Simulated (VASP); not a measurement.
# Be4H (P-1) in VASP: relaxation of cell and atoms with PBE

Aim: the relaxation of cell and atoms of Be4H with PBE.

Everything below comes from runs of VASP 6.6.1. Logs are shortened: lines on timing, memory, paths and dates and some standing lists are left out, and cuts for length are marked.

### Step 1. The cell of the first run

The typed cell holds 10 atoms: a = 2.224 Å, b = 3.826 Å, c = 9.810 Å, α = 98.29°, β = 96.13°, γ = 90.01°.

### Step 2. Relaxation of cell and atoms, PBE

The input, INCAR:

```
PREC = Accurate
ENCUT = 600
EDIFF = 1E-7
ISMEAR = 0
SIGMA = 0.1
LREAL = F
LASPH = T
NELM = 100
ALGO = Normal
ISIF = 3
LWAVE = F
LCHARG = F
GGA = PE
IBRION = 2
NSW = 90
EDIFFG = -0.04
```

The input, KPOINTS:

```
Automatic mesh
0
Gamma
  8 4 2
```

The input, POSCAR:

```
Be4H
1.0
    2.2243024946      0.0000000000      0.0000000000
   -0.0007712463      3.8257698448      0.0000000000
   -1.0476344551     -1.4143080842      9.6507278953
Be H
8 2
Direct
    0.6173671564      0.4814548513      0.7179003658
    0.1140551797      0.9876166370      0.7108015740
    0.7958107162      0.6169445372      0.0972525959
    0.2933227844      0.1170019650      0.0918992774
    0.3826328436      0.5185451487      0.2820996342
    0.8859448203      0.0123833630      0.2891984260
    0.2041892838      0.3830554628      0.9027474041
    0.7066772156      0.8829980350      0.9081007226
    0.4269846599      0.2178231504      0.3766603279
    0.5730153401      0.7821768496      0.6233396721
```

Potentials or basis: VASP PAW PBE potentials, release 64 (Be, H).

The run is started by

```console
cat potpaw_PBE.64/Be/POTCAR potpaw_PBE.64/H/POTCAR > POTCAR
mpirun -np 1 vasp_std > vasp.out
```

OUTCAR:

```text
PREC = Accurate
   ENCUT = 600
   EDIFF = 1E-7
   ISMEAR = 0
   LREAL = F
   LASPH = T
   NELM = 100
   ISIF = 3
   GGA = PE
   IBRION = 2
   NSW = 90
   EDIFFG = -0.04

 ion  position               nearest neighbor table
   1  0.617  0.481  0.718-  10 1.58   2 2.18   2 2.19   7 2.20   7 2.20   8 2.23   2 2.24   2 2.24

   2  0.114  0.988  0.711-  10 1.54  10 1.55   1 2.18   1 2.19   7 2.23   1 2.24   1 2.24   8 2.31
                             8 2.31
   3  0.796  0.617  0.097-   5 2.20   5 2.20   4 2.21   4 2.21   4 2.22   4 2.22   6 2.23   8 2.23
                             7 2.27   7 2.27
   4  0.293  0.117  0.092-   8 2.19   8 2.19   3 2.21   3 2.21   3 2.22   3 2.22   5 2.23   7 2.23
                             6 2.31   6 2.31
   5  0.383  0.519  0.282-   9 1.58   6 2.18   6 2.19   3 2.20   3 2.20   4 2.23   6 2.24   6 2.24

   6  0.886  0.012  0.289-   9 1.54   9 1.55   5 2.18   5 2.19   3 2.23   5 2.24   5 2.24   4 2.31
                             4 2.31
   7  0.204  0.383  0.903-   1 2.20   1 2.20   8 2.21   8 2.21   8 2.22   8 2.22   2 2.23   4 2.23
                             3 2.27   3 2.27
   8  0.707  0.883  0.908-   4 2.19   4 2.19   7 2.21   7 2.21   7 2.22   7 2.22   1 2.23   3 2.23
                             2 2.31   2 2.31
   9  0.427  0.218  0.377-   6 1.54   6 1.55   5 1.58
  10  0.573  0.782  0.623-   2 1.54   2 1.55   1 1.58

  LATTYP: Found a triclinic cell.
 ALAT       =    10.0025422392
 B/A-ratio  =     0.3824797568
 C/A-ratio  =     0.2223737167
 COS(alpha) =     0.0002015924
 COS(beta)  =     0.1048139239
 COS(gamma) =     0.2411060113

  Lattice vectors:

 A1 = (  -1.0484057014,   2.4114617606,   9.6507278953)
 A2 = (  -0.0007712463,   3.8257698448,   0.0000000000)
 A3 = (  -2.2243024946,   0.0000000000,   0.0000000000)

Analysis of symmetry for initial positions (statically):
=====================================================================
 Subroutine PRICEL returns:
 Original cell was already a primitive cell.

 Routine SETGRP: Setting up the symmetry group for a
 triclinic supercell.

 Subroutine GETGRP returns: Found  2 space group operations
 (whereof  2 operations were pure point group operations)
 out of a pool of  2 trial point group operations.

The static configuration has the point symmetry S_2 .

Analysis of symmetry for dynamics (positions and initial velocities):
=====================================================================
 Subroutine PRICEL returns:
 Original cell was already a primitive cell.

 Routine SETGRP: Setting up the symmetry group for a
 triclinic supercell.

 Subroutine GETGRP returns: Found  2 space group operations
 (whereof  2 operations were pure point group operations)
 out of a pool of  2 trial point group operations.

The dynamic configuration has the point symmetry S_2 .

 Subroutine INISYM returns: Found  2 space group operations
 (whereof  2 operations are pure point group operations),
 and found     1 'primitive' translations

----------------------------------------------------------------------------------------

                                     Primitive cell

  volume of cell :      82.1245

  direct lattice vectors                    reciprocal lattice vectors
     2.224302495  0.000000000  0.000000000     0.449579139  0.000090632  0.048817331
    -0.000771246  3.825769845  0.000000000     0.000000000  0.261385300  0.038305851
    -1.047634455 -1.414308084  9.650727895     0.000000000  0.000000000  0.103619127

  length of vectors
     2.224302495  3.825769923  9.809911020     0.452221784  0.264177239  0.103619127

  position of ions in fractional coordinates (direct lattice)
     0.617367156  0.481454851  0.717900366
     0.114055180  0.987616637  0.710801574
     0.795810716  0.616944537  0.097252596
     0.293322784  0.117001965  0.091899277
     0.382632844  0.518545149  0.282099634
     0.885944820  0.012383363  0.289198426
     0.204189284  0.383055463  0.902747404
     0.706677216  0.882998035  0.908100723
     0.426984660  0.217823150  0.376660328
     0.573015340  0.782176850  0.623339672

  ion indices of the primitive-cell ions
   primitive index   ion index
[... 27 lines left out ...]
     0.056527723  0.066044310  0.051809564

  Shift w.r.t. Gamma in fractional coordinates (k-lattice)
     0.000000000  0.000000000  0.000000000

 Subroutine IBZKPT returns following result:
 ===========================================

 Found     36 irreducible k-points:

 Following reciprocal coordinates:
            Coordinates               Weight
  0.000000  0.000000  0.000000      1.000000
  0.125000 -0.000000  0.000000      2.000000
  0.250000 -0.000000  0.000000      2.000000
  0.375000  0.000000 -0.000000      2.000000
  0.500000 -0.000000  0.000000      1.000000
  0.000000  0.250000  0.000000      2.000000
[... 16 lines left out ...]
  0.500000 -0.000000  0.500000      1.000000
  0.000000  0.250000  0.500000      2.000000
 [... further k-points ...]
   k-points           NKPTS =     36   k-points in BZ     NKDIM =     36   number of bands    NBANDS=     15
   number of dos      NEDOS =    301   number of ions     NIONS =     10
   total plane-waves  NPLWV =  46080
   dimension x,y,z NGX =    18 NGY =   32 NGZ =   80
   dimension x,y,z NGXF=    36 NGYF=   64 NGZF=  160
   ions per type =               8   2
   NGX,Y,Z   is equivalent  to a cutoff of  13.45, 13.91, 13.56 a.u.
   NGXF,Y,Z  is equivalent  to a cutoff of  26.91, 27.81, 27.11 a.u.
 SYSTEM =  unknown system
   PREC   = accura    normal or accurate (medium, high low for compatibility)
   ISTART =      0    job   : 0-new  1-cont  2-samecut
   ICHARG =      2    charge: 1-file 2-atom 10-const
   ISPIN  =      1    spin polarized calculation?
   LNONCOLLINEAR =      F non collinear calculations
   LSORBIT =      F    spin-orbit coupling
   LASPH  =      T    aspherical Exc in radial PAW
   ENCUT  =  600.0 eV  44.10 Ry    6.64 a.u.   4.44  7.64 19.59*2*pi/ulx,y,z
   NELM   =    100;   NELMIN=  2; NELMDL= -5     # of ELM steps
   EDIFF  = 0.1E-06   stopping-criterion for ELM
   LREAL  =      F    real-space projection
   EDIFFG = -.4E-01   stopping-criterion for IOM
   NSW    =     90    number of steps for IOM
   IBRION =      2    ionic relax: 0-MD 1-quasi-New 2-CG
   NFREE  =      1    steps in history (QN), initial steepest desc. (CG)
   ISIF   =      3    stress and relaxation
   ISYM   =      2    0-nonsym 1-usesym 2-fastsym
   POTIM  = 0.5000    time-step for ionic-motion
   TEBEG  =    0.0;   TEEND  =   0.0 temperature during run
   PSTRESS=    0.0 pullay stress
   NELECT =      18.0000    total number of electrons
   NUPDOWN=      -1.0000    fix difference up-down
   EMIN   =  10.00;   EMAX   =-10.00  energy-range for DOS
   EFERMI =   0.00;   METHOD = LEGACY
   ISMEAR =     0;   SIGMA  =   0.10  broadening in eV -4-tet -1-fermi 0-gaus
   EFERMI_NEDOS =   21; number of points for ismear=-14 and -15
   IALGO  =     38    algorithm
   IMIX   =      4    mixing-type and parameters
     AMIX     =   0.40;   BMIX     =  1.00
     AMIX_MAG =   1.60;   BMIX_MAG =  1.00
  volume/ion in A,a.u.               =       8.21        55.42
  Fermi-wavevector in a.u.,A,eV,Ry     =   0.987055  1.865264 13.255855  0.974278
  Thomas-Fermi vector in A             =   2.118481
   LORBIT       =      0    0 simple, 1 ext, 2 COOP (PROOUT), +10 PAW based schemes
   GGA     = PE    functional components
   LHFCALC =     F    Hartree Fock is set to
   AEXX    =    0.0000 exact exchange contribution
   IVDW    =     0    specifies the selected vdW correction
   LEPSILON=     F    determine dielectric tensor
   LRPA    =     F    only Hartree local field effects (RPA)
 conjugate gradient relaxation of ions
 non-spin polarized calculation
 Gauss-broadening in eV      SIGMA  =   0.10
  energy-cutoff  :      600.00
  volume of cell :       82.12
 maximum number of plane-waves:      2768
 NGX is ok and might be reduce to    18
   NGX =  9   NGY = 15   NGZ = 39

--------------------------------------- Ionic step        1  -------------------------------------------

 number of electron      17.9999999 magnetization

 Free energy of the ion-electron system (eV)
  ---------------------------------------------------
  ext. energy  EPLUGINS =         0.00000000
  ---------------------------------------------------
  free energy    TOTEN  =       -35.52811877 eV

  energy without entropy =      -35.52384838  energy(sigma->0) =      -35.52598357

------------------------ aborting loop because EDIFF is reached ----------------------------------------

  FORCE on cell =-STRESS in cart. coord.  units (eV):
  Direction    XX          YY          ZZ          XY          YZ          ZX
  --------------------------------------------------------------------------------------
  -------------------------------------------------------------------------------------
  Total        0.1453023      0.5672463     -0.4239020      0.0377412      0.2794025      0.0027394
  in kB        2.8347203     11.0664792     -8.2699573      0.7362971      5.4508989      0.0534435
  external PRESSURE =       1.8770807 kB  Pullay stress =       0.0000000 kB
[... 75 lines left out ...]
--------------------------------------- Ionic step        3  -------------------------------------------

 number of electron      17.9999999 magnetization

 Free energy of the ion-electron system (eV)
  ---------------------------------------------------
  ext. energy  EPLUGINS =         0.00000000
  ---------------------------------------------------
  free energy    TOTEN  =       -35.53266625 eV

  energy without entropy =      -35.52879096  energy(sigma->0) =      -35.53072861

 E-fermi :   5.2216     XC(G=0):  -9.6583

 val. band max:        5.1997444902   @ k =   0.3750   0.5000   0.5000
 cond. band min:       5.2591757441   @ k =   0.3750   0.5000   0.0000
 fundamental gap:      0.0594312540
 Fermi energy:         5.2216457502

 k-point     1 :       0.0000    0.0000    0.0000
  band No.  band energies     occupation
      1      -6.2908      2.00000
      2      -5.5759      2.00000
      3      -4.5042      2.00000
      4      -2.2693      2.00000
      5      -0.8527      2.00000
      6       0.5876      2.00000
      7       1.3054      2.00000
      8       1.9657      2.00000
      9       2.1635      2.00000
     10       6.9808      0.00000
     11       7.0054      0.00000
     12       7.2151      0.00000
     13       8.4983      0.00000
     14       8.7887      0.00000
[... 401 lines left out ...]
      2      -5.4395      2.00000
      3      -3.9321      2.00000
      4      -2.4968      2.00000
      5      -1.7199      2.00000
      6      -0.8355      2.00000
      7       0.1420      2.00000
      8       1.4402      2.00000
      9       3.1774      2.00000
     10       5.6599      0.00000
     11       6.7394      0.00000
     12       7.5288      0.00000
     13       8.6207      0.00000
     14      10.1508      0.00000
     15      11.4810      0.00000

 [... further k-points ...]

------------------------ aborting loop because EDIFF is reached ----------------------------------------

  FORCE on cell =-STRESS in cart. coord.  units (eV):
  Direction    XX          YY          ZZ          XY          YZ          ZX
  --------------------------------------------------------------------------------------
  -------------------------------------------------------------------------------------
  Total       -0.0608018     -0.1298360      0.0273325     -0.0041559     -0.0016012     -0.0013733
  in kB       -1.1835541     -2.5273595      0.5320478     -0.0808983     -0.0311689     -0.0267326
  external PRESSURE =      -1.0596219 kB  Pullay stress =       0.0000000 kB
[... 25 lines left out ...]
  FREE ENERGIE OF THE ION-ELECTRON SYSTEM (eV)
  ---------------------------------------------------
  free  energy   TOTEN  =       -35.5326662540 eV

  energy  without entropy=      -35.5287909634  energy(sigma->0) =      -35.53072861

 reached required accuracy - stopping structural energy minimisation
```

Wall time 59 s (1 thread of AMD EPYC 9R45 (Zen 5), shared host); peak memory 0.19 GiB.

Results:

* Free energy: -35.5327 eV
* Relaxed volume: 8.23 Å³/atom
* Relaxed cell: a = 2.227 Å, b = 3.843 Å, c = 9.774 Å, α = 98.11°, β = 96.16°, γ = 89.98°
* Space group after relaxing (to 0.1 Å): P-1 (No. 2)
* Energy gained by relaxing: 0.5 meV/atom
* Ionic steps: 3
* Pressure after relaxing: -0.1 GPa
* Largest force after relaxing: 0.034 eV/Å
* Band gap on the k mesh: zero (bands 9 and 10 overlap by 3.14 eV)

Forces on the atoms (eV/Å):
```
Be  -0.001  0.011  0.004
Be  -0.001 -0.003  0.034
Be  -0.002  0.001 -0.008
Be  -0.002  0.017 -0.013
Be   0.001 -0.011 -0.004
Be   0.001  0.003 -0.034
Be   0.002 -0.001  0.008
Be   0.002 -0.017  0.013
H    0.003  0.005  0.005
H   -0.003 -0.005 -0.005
```

Stress tensor (GPa, compression positive):
```
-0.12 -0.01  0.00
-0.01 -0.25  0.00
 0.00  0.00  0.05
```

The path:
```
step  energy change (eV)  largest force (eV/Å)  pressure (GPa)  volume (Å³)
   1              0.0000                0.1262            0.19        82.12
   2             -0.0039                0.0686            0.00        82.24
   3             -0.0045                0.0336           -0.11        82.31
```

Final structure:
```
Be H
1.0
     2.22682    0.00065    0.00005
     0.00035    3.84265    0.00831
    -1.04903   -1.39988    9.61581
Be H
8 2
Direct
  0.61742 0.48262 0.71808
  0.11458 0.98715 0.71177
  0.79583 0.61779 0.09733
  0.29323 0.11640 0.09180
  0.38259 0.51738 0.28192
  0.88542 0.01285 0.28823
  0.20417 0.38221 0.90267
  0.70677 0.88360 0.90820
  0.42724 0.21880 0.37683
  0.57276 0.78120 0.62317
```

Caveat: the k points lie up to 0.41 Å⁻¹ apart in the final cell, too coarse for converged energies and pressures of a metal.

The gap in the log of VASP goes by the Fermi energy; the results here count the filled bands.